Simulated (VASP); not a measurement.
# NaCl in VASP: notebook

Runs on NaCl. Level: PBE. Tasks: single point.

Program: VASP 6.6.1. These are calculated values, not measurements. Logs are shortened: lines on timing, memory, paths and dates and some standing lists are left out, and cuts for length are marked.

**1. The cell of the first run**

It takes space group R-3m (No. 166, trigonal). Conventional cell: a = 4.083 Å, b = 4.083 Å, c = 9.480 Å, α = 90.00°, β = 90.00°, γ = 120.00°. Na (site symmetry -3m) has 6 Cl at 2.84 Å within 3.7 Å. Within 3.7 Å of Cl (site symmetry -3m) lie 6 Na at 2.84 Å.

**2. Single point, PBE (epitaxial 111 strain +3.0%)**

Input file INCAR:

```
SYSTEM = NaCl
PREC = Accurate
ENCUT = 520
EDIFF = 1E-6
ISMEAR = 0
SIGMA = 0.01
LREAL = .FALSE.
LASPH = .TRUE.
NELM = 60
ALGO = Normal
ISIF = 2
LWAVE = .FALSE.
LCHARG = .FALSE.
GGA = PE
NBANDS = 14
```

Input file KPOINTS:

```
Automatic mesh
0
G
  4 4 4
  0 0 0
```

Input file POSCAR:

```
NaCl
1.0
   -0.1000945065      2.7866852837      2.7866852837
    2.7866852837     -0.1000945065      2.7866852837
    2.7866852837      2.7866852837     -0.1000945065
Na Cl
1 1
Direct
    0.0000000000      0.0000000000      0.0000000000
    0.5000000000      0.5000000000      0.5000000000
```

Potentials or basis: VASP PAW PBE potentials, release 64 (Na_pv, Cl).

Started as:

```bash
cat potpaw_PBE.64/Na_pv/POTCAR potpaw_PBE.64/Cl/POTCAR > POTCAR
mpirun -np 1 vasp_std > vasp.out
```

OUTCAR:

```text
SYSTEM = NaCl
   PREC = Accurate
   ENCUT = 520
   EDIFF = 1E-6
   ISMEAR = 0
   LREAL = .FALSE.
   LASPH = .TRUE.
   NELM = 60
   ISIF = 2
   GGA = PE

 ion  position               nearest neighbor table
   1  0.000  0.000  0.000-
   2  0.500  0.500  0.500-

  LATTYP: Found a trigonal (rhomboedric) cell.
 ALAT       =     3.9422390403
 COS(alpha) =     0.4637819815

  Lattice vectors:

 A1 = (  -0.1000945065,   2.7866852837,   2.7866852837)
 A2 = (   2.7866852837,  -0.1000945065,   2.7866852837)
 A3 = (   2.7866852837,   2.7866852837,  -0.1000945065)

Analysis of symmetry for initial positions (statically):
=====================================================================
 Subroutine PRICEL returns:
 Original cell was already a primitive cell.

 Routine SETGRP: Setting up the symmetry group for a
 trigonal (rhombohedral) supercell.

 Subroutine GETGRP returns: Found 12 space group operations
 (whereof 12 operations were pure point group operations)
 out of a pool of 12 trial point group operations.

The static configuration has the point symmetry D_3d.

Analysis of symmetry for dynamics (positions and initial velocities):
=====================================================================
 Subroutine PRICEL returns:
 Original cell was already a primitive cell.

 Routine SETGRP: Setting up the symmetry group for a
 trigonal (rhombohedral) supercell.

 Subroutine GETGRP returns: Found 12 space group operations
 (whereof 12 operations were pure point group operations)
 out of a pool of 12 trial point group operations.

The dynamic configuration has the point symmetry D_3d.

 Subroutine INISYM returns: Found 12 space group operations
 (whereof 12 operations are pure point group operations),
 and found     1 'primitive' translations

----------------------------------------------------------------------------------------

                                     Primitive cell

  volume of cell :      45.6115

  direct lattice vectors                    reciprocal lattice vectors
    -0.100094506  2.786685284  2.786685284    -0.170035855  0.176370893  0.176370893
     2.786685284 -0.100094506  2.786685284     0.176370893 -0.170035855  0.176370893
     2.786685284  2.786685284 -0.100094506     0.176370893  0.176370893 -0.170035855

  length of vectors
     3.942239040  3.942239040  3.942239040     0.301870131  0.301870131  0.301870131

  position of ions in fractional coordinates (direct lattice)
     0.000000000  0.000000000  0.000000000
     0.500000000  0.500000000  0.500000000

  ion indices of the primitive-cell ions
   primitive index   ion index
                 1           1
                 2           2

----------------------------------------------------------------------------------------

 KPOINTS: Automatic mesh

Automatic generation of k-mesh.
 Grid dimensions read from file:
 generate k-points for:    4    4    4

 Generating k-lattice:

  Cartesian coordinates                     Fractional coordinates (reciprocal lattice)
    -0.042508964  0.044092723  0.044092723     0.250000000  0.000000000  0.000000000
     0.044092723 -0.042508964  0.044092723     0.000000000  0.250000000  0.000000000
     0.044092723  0.044092723 -0.042508964     0.000000000  0.000000000  0.250000000

  Length of vectors
     0.075467533  0.075467533  0.075467533

  Shift w.r.t. Gamma in fractional coordinates (k-lattice)
     0.000000000  0.000000000  0.000000000

 Subroutine IBZKPT returns following result:
 ===========================================

 Found     13 irreducible k-points:

 Following reciprocal coordinates:
            Coordinates               Weight
  0.000000  0.000000  0.000000      1.000000
  0.250000  0.000000  0.000000      6.000000
  0.500000  0.000000  0.000000      3.000000
  0.250000  0.250000  0.000000      6.000000
  0.500000  0.250000  0.000000     12.000000
 -0.250000  0.250000  0.000000      6.000000
  0.500000  0.500000  0.000000      3.000000
  0.250000  0.250000  0.250000      2.000000
  0.500000  0.250000  0.250000      6.000000
 -0.250000  0.250000  0.250000      6.000000
  0.500000  0.500000  0.250000      6.000000
 -0.250000  0.500000  0.250000      6.000000
  0.500000  0.500000  0.500000      1.000000
   k-points           NKPTS =     13   k-points in BZ     NKDIM =     13   number of bands    NBANDS=     14
   number of dos      NEDOS =    301   number of ions     NIONS =      2
   total plane-waves  NPLWV =  27000
   dimension x,y,z NGX =    30 NGY =   30 NGZ =   30
   dimension x,y,z NGXF=    60 NGYF=   60 NGZF=   60
   ions per type =               1   1
   NGX,Y,Z   is equivalent  to a cutoff of  12.65, 12.65, 12.65 a.u.
   NGXF,Y,Z  is equivalent  to a cutoff of  25.30, 25.30, 25.30 a.u.
 SYSTEM =  NaCl
   PREC   = accura    normal or accurate (medium, high low for compatibility)
   ISTART =      0    job   : 0-new  1-cont  2-samecut
   ICHARG =      2    charge: 1-file 2-atom 10-const
   ISPIN  =      1    spin polarized calculation?
   LNONCOLLINEAR =      F non collinear calculations
   LSORBIT =      F    spin-orbit coupling
   LASPH  =      T    aspherical Exc in radial PAW
   ENCUT  =  520.0 eV  38.22 Ry    6.18 a.u.   7.33  7.33  7.33*2*pi/ulx,y,z
   NELM   =     60;   NELMIN=  2; NELMDL= -5     # of ELM steps
   EDIFF  = 0.1E-05   stopping-criterion for ELM
   LREAL  =      F    real-space projection
   EDIFFG = 0.1E-04   stopping-criterion for IOM
   NSW    =      0    number of steps for IOM
   IBRION =     -1    ionic relax: 0-MD 1-quasi-New 2-CG
   NFREE  =      0    steps in history (QN), initial steepest desc. (CG)
   ISIF   =      2    stress and relaxation
   ISYM   =      2    0-nonsym 1-usesym 2-fastsym
   POTIM  = 0.5000    time-step for ionic-motion
   TEBEG  =    0.0;   TEEND  =   0.0 temperature during run
   PSTRESS=    0.0 pullay stress
   NELECT =      14.0000    total number of electrons
   NUPDOWN=      -1.0000    fix difference up-down
   EMIN   =  10.00;   EMAX   =-10.00  energy-range for DOS
   EFERMI =   0.00;   METHOD = LEGACY
   ISMEAR =     0;   SIGMA  =   0.01  broadening in eV -4-tet -1-fermi 0-gaus
   EFERMI_NEDOS =   21; number of points for ismear=-14 and -15
   IALGO  =     38    algorithm
   IMIX   =      4    mixing-type and parameters
     AMIX     =   0.40;   BMIX     =  1.00
     AMIX_MAG =   1.60;   BMIX_MAG =  1.00
  volume/ion in A,a.u.               =      22.81       153.90
  Fermi-wavevector in a.u.,A,eV,Ry     =   1.104314  2.086851 16.592436  1.219510
  Thomas-Fermi vector in A             =   2.240785
   LORBIT       =      0    0 simple, 1 ext, 2 COOP (PROOUT), +10 PAW based schemes
   GGA     = PE    functional components
   LHFCALC =     F    Hartree Fock is set to
   AEXX    =    0.0000 exact exchange contribution
   IVDW    =     0    specifies the selected vdW correction
   LEPSILON=     F    determine dielectric tensor
   LRPA    =     F    only Hartree local field effects (RPA)
 non-spin polarized calculation
 Gauss-broadening in eV      SIGMA  =   0.01
  energy-cutoff  :      520.00
  volume of cell :       45.61
 maximum number of plane-waves:      1240
 NGX is ok and might be reduce to    30
   NGX = 15   NGY = 15   NGZ = 15

 number of electron      13.9999992 magnetization

 Free energy of the ion-electron system (eV)
  ---------------------------------------------------
  ext. energy  EPLUGINS =         0.00000000
  ---------------------------------------------------
  free energy    TOTEN  =        -6.76927569 eV

  energy without entropy =       -6.76927569  energy(sigma->0) =       -6.76927569

 E-fermi :  -0.6322     XC(G=0):  -8.0945

 val. band max:       -0.6979772530   @ k =   0.0000   0.0000   0.0000
 cond. band min:       4.2065307890   @ k =   0.0000   0.0000   0.0000
 fundamental gap:      4.9045080420
 Fermi energy:        -0.6322112980

 k-point     1 :       0.0000    0.0000    0.0000
  band No.  band energies     occupation
      1     -21.6925      2.00000
      2     -21.6847      2.00000
      3     -21.6847      2.00000
      4     -13.4413      2.00000
      5      -0.8768      2.00000
      6      -0.8768      2.00000
      7      -0.6980      2.00000
      8       4.2065      0.00000
      9      10.0417      0.00000
     10      10.0417      0.00000
     11      10.8030      0.00000
     12      12.4394      0.00000
     13      12.4394      0.00000
     14      13.9707      0.00000

 k-point     2 :       0.2500    0.0000    0.0000
  band No.  band energies     occupation
      1     -21.7003      2.00000
      2     -21.6914      2.00000
      3     -21.6853      2.00000
      4     -13.2911      2.00000
      5      -1.9128      2.00000
      6      -0.9861      2.00000
      7      -0.8515      2.00000
      8       5.6654      0.00000
      9       9.0761      0.00000
     10      10.3730      0.00000
     11      10.8861      0.00000
     12      12.1876      0.00000
     13      12.6291      0.00000
     14      14.7281      0.00000

 k-point     3 :       0.5000    0.0000    0.0000
  band No.  band energies     occupation
      1     -21.7127      2.00000
      2     -21.6932      2.00000
      3     -21.6859      2.00000
      4     -13.1325      2.00000
      5      -2.7112      2.00000
      6      -1.0895      2.00000
      7      -0.9761      2.00000
      8       6.4536      0.00000
      9       9.5240      0.00000
     10       9.9988      0.00000
     11      10.4511      0.00000
     12      14.1507      0.00000
     13      14.8748      0.00000
     14      15.2816      0.00000
[... 137 lines left out ...]
 k-point    12 :      -0.2500    0.5000    0.2500
  band No.  band energies     occupation
      1     -21.7069      2.00000
      2     -21.6961      2.00000
      3     -21.6947      2.00000
      4     -13.0561      2.00000
      5      -2.0049      2.00000
      6      -1.9412      2.00000
      7      -1.5446      2.00000
      8       7.8870      0.00000
      9       8.7277      0.00000
     10       8.9798      0.00000
     11      10.4543      0.00000
     12      14.5932      0.00000
     13      14.9388      0.00000
     14      15.1788      0.00000

 k-point    13 :       0.5000    0.5000    0.5000
  band No.  band energies     occupation
      1     -21.7213      2.00000
      2     -21.6875      2.00000
      3     -21.6875      2.00000
      4     -13.0799      2.00000
      5      -2.6469      2.00000
      6      -1.1814      2.00000
      7      -1.1814      2.00000
      8       6.3093      0.00000
      9       9.8110      0.00000
     10       9.8110      0.00000
     11      10.0302      0.00000
     12      13.7796      0.00000
     13      15.4728      0.00000
     14      15.4728      0.00000

------------------------ aborting loop because EDIFF is reached ----------------------------------------

  FORCE on cell =-STRESS in cart. coord.  units (eV):
  Direction    XX          YY          ZZ          XY          YZ          ZX
  --------------------------------------------------------------------------------------
  -------------------------------------------------------------------------------------
  Total        0.0830835      0.0830835      0.0830835      0.1159069      0.1159069      0.1159069
  in kB        2.9184400      2.9184400      2.9184400      4.0714141      4.0714141      4.0714141
  external PRESSURE =       2.9184400 kB  Pullay stress =       0.0000000 kB

 VOLUME and BASIS-vectors are now :
 -----------------------------------------------------------------------------
  energy-cutoff  :      520.00
  volume of cell :       45.61
      direct lattice vectors                 reciprocal lattice vectors
    -0.100094506  2.786685284  2.786685284    -0.170035855  0.176370893  0.176370893
     2.786685284 -0.100094506  2.786685284     0.176370893 -0.170035855  0.176370893
     2.786685284  2.786685284 -0.100094506     0.176370893  0.176370893 -0.170035855

 POSITION                                       TOTAL-FORCE (eV/Angst)
 -----------------------------------------------------------------------------------
      0.00000      0.00000      0.00000        -0.000000     -0.000000     -0.000000
      2.73664      2.73664      2.73664         0.000000      0.000000      0.000000
 -----------------------------------------------------------------------------------
    total drift:                               -0.000000      0.000000      0.000000

  FREE ENERGIE OF THE ION-ELECTRON SYSTEM (eV)
  ---------------------------------------------------
  free  energy   TOTEN  =        -6.7692756922 eV

  energy  without entropy=       -6.7692756922  energy(sigma->0) =       -6.76927569
```

Wall time 14 s (1 thread of AMD EPYC 7R43 (Zen 3), shared host); peak memory 0.12 GiB.

What came out:

```yaml
Free_energy: -6.7693 eV
Pressure: 0.3 GPa
Band_gap_on_the_k_mesh: 4.90 eV, direct
```

Stress tensor (GPa, compression positive):
```
0.29 0.41 0.41
0.41 0.29 0.41
0.41 0.41 0.29
```

Caveat: the k points lie up to 0.47 Å⁻¹ apart; the cell differs from its parent crystal (epitaxial 111 strain +3.0%).

**3. Single point, PBE**

This run uses another cell than the first one, of 22.02 Å³/atom, 0.965 times its volume.

Input file INCAR:

```
PREC     = Accurate       # precision mode
ENCUT    = 520            # plane-wave cutoff, eV
EDIFF    = 1E-6           # SCF threshold, eV
ISMEAR   = -1             # smearing method
SIGMA    = 0.02           # smearing width, eV
LREAL    = False          # projectors in reciprocal space
LASPH    = True           # aspherical terms in the spheres
NELM     = 100            # most SCF steps
ALGO     = Normal         # electronic algorithm
ISIF     = 2              # what is computed and relaxed
LWAVE    = False          # write WAVECAR
LCHARG   = False          # write CHGCAR
GGA      = PE             # functional
NBANDS   = 14             # bands
```

Input file KPOINTS:

```
Automatic mesh
0
Gamma
  8 8 8
```

Input file POSCAR:

```
NaCl
1.0
    0.0000000000      2.8026988254      2.8026988254
    2.8026988254      0.0000000000      2.8026988254
    2.8026988254      2.8026988254      0.0000000000
Na Cl
1 1
Direct
    0.0000000000      0.0000000000      0.0000000000
    0.5000000000      0.5000000000      0.5000000000
```

Potentials or basis: VASP PAW PBE potentials, release 64 (Na_pv, Cl).

Started as:

```bash
cat potpaw_PBE.64/Na_pv/POTCAR potpaw_PBE.64/Cl/POTCAR > POTCAR
mpirun -np 1 vasp_std > vasp.out
```

OUTCAR:

```text
PREC = Accurate
   ENCUT = 520
   EDIFF = 1E-6
   ISMEAR = -1
   LREAL = False
   LASPH = True
   NELM = 100
   ISIF = 2
   GGA = PE

 ion  position               nearest neighbor table
   1  0.000  0.000  0.000-
   2  0.500  0.500  0.500-

  LATTYP: Found a face centered cubic cell.
 ALAT       =     5.6053976508

  Lattice vectors:

[... 590 lines left out ...]
     13      15.1108      0.00000
     14      16.1234      0.00000

 [... further k-points ...]

------------------------ aborting loop because EDIFF is reached ----------------------------------------

  FORCE on cell =-STRESS in cart. coord.  units (eV):
  Direction    XX          YY          ZZ          XY          YZ          ZX
  --------------------------------------------------------------------------------------
  -------------------------------------------------------------------------------------
  Total        0.3417843      0.3417843      0.3417843     -0.0000000      0.0000000      0.0000000
  in kB       12.4366491     12.4366491     12.4366491     -0.0000000      0.0000000      0.0000000
  external PRESSURE =      12.4366491 kB  Pullay stress =       0.0000000 kB

 VOLUME and BASIS-vectors are now :
 -----------------------------------------------------------------------------
  energy-cutoff  :      520.00
  volume of cell :       44.03
      direct lattice vectors                 reciprocal lattice vectors
     0.000000000  2.802698825  2.802698825    -0.178399475  0.178399475  0.178399475
     2.802698825  0.000000000  2.802698825     0.178399475 -0.178399475  0.178399475
     2.802698825  2.802698825  0.000000000     0.178399475  0.178399475 -0.178399475

 POSITION                                       TOTAL-FORCE (eV/Angst)
 -----------------------------------------------------------------------------------
      0.00000      0.00000      0.00000        -0.000000     -0.000000     -0.000000
      2.80270      2.80270      2.80270         0.000000      0.000000      0.000000
 -----------------------------------------------------------------------------------
    total drift:                               -0.000000      0.000000      0.000000

  FREE ENERGIE OF THE ION-ELECTRON SYSTEM (eV)
  ---------------------------------------------------
  free  energy   TOTEN  =        -6.7694219355 eV

  energy  without entropy=       -6.7694219355  energy(sigma->0) =       -6.76942194
```

OSZICAR:

```text
N       E                     dE             d eps       ncg     rms          rms(c)
DAV:   1     0.101851864116E+03    0.10185E+03   -0.70565E+03   812   0.989E+02
DAV:   2     0.130579144099E+01   -0.10055E+03   -0.92411E+02   924   0.280E+02
DAV:   3    -0.683239555610E+01   -0.81382E+01   -0.80917E+01  1028   0.726E+01
DAV:   4    -0.696136137138E+01   -0.12897E+00   -0.12891E+00   980   0.985E+00
DAV:   5    -0.696413746765E+01   -0.27761E-02   -0.27759E-02  1022   0.147E+00    0.216E+00
DAV:   6    -0.677535997860E+01    0.18878E+00   -0.31134E-01   998   0.327E+00    0.161E+00
DAV:   7    -0.676388568237E+01    0.11474E-01   -0.81011E-02  1072   0.165E+00    0.110E+00
DAV:   8    -0.676944362094E+01   -0.55579E-02   -0.97837E-03   920   0.856E-01    0.304E-01
DAV:   9    -0.676932160500E+01    0.12202E-03   -0.21933E-04   998   0.115E-01    0.162E-01
DAV:  10    -0.676943243356E+01   -0.11083E-03   -0.30751E-04   932   0.140E-01    0.661E-02
DAV:  11    -0.676942181568E+01    0.10618E-04   -0.19450E-05  1034   0.417E-02    0.143E-02
DAV:  12    -0.676942193551E+01   -0.11982E-06   -0.22429E-06   932   0.142E-02
   1 F= -.67694219E+01 E0= -.67694219E+01  d E =-.560622E-12
```

stdout:

```text
POSCAR found type information on POSCAR NaCl
 POSCAR found :  2 types and       2 ions
 scaLAPACK will be used
 LDA part: xc-table for (Slater+PW92), standard interpolation
 POSCAR, INCAR and KPOINTS ok, starting setup
 FFT: planning ... GRIDC
 FFT: planning ... GRID_SOFT
 FFT: planning ... GRID
 WAVECAR not read
 entering main loop
```

Wall time 24 s (1 thread of AMD EPYC 7R43 (Zen 3), shared host); peak memory 0.13 GiB.

What came out:

* Free energy: -6.7694 eV
* Pressure: 1.2 GPa
* Band gap on the k mesh: 5.18 eV, direct

Levels at points of the mesh, in eV from the valence-band top:
| k point | band 5 | band 6 | band 7 | band 8 | band 9 | band 10 |
| --- | --- | --- | --- | --- | --- | --- |
| (0.00, 0.00, 0.00) | 0.00 | 0.00 | 0.00 | 5.18 | 11.14 | 11.14 |
| (0.50, 0.00, 0.00) | -1.98 | -0.27 | -0.27 | 7.31 | 10.78 | 11.02 |
| (0.50, 0.50, 0.00) | -1.71 | -0.61 | -0.61 | 7.59 | 8.06 | 11.45 |
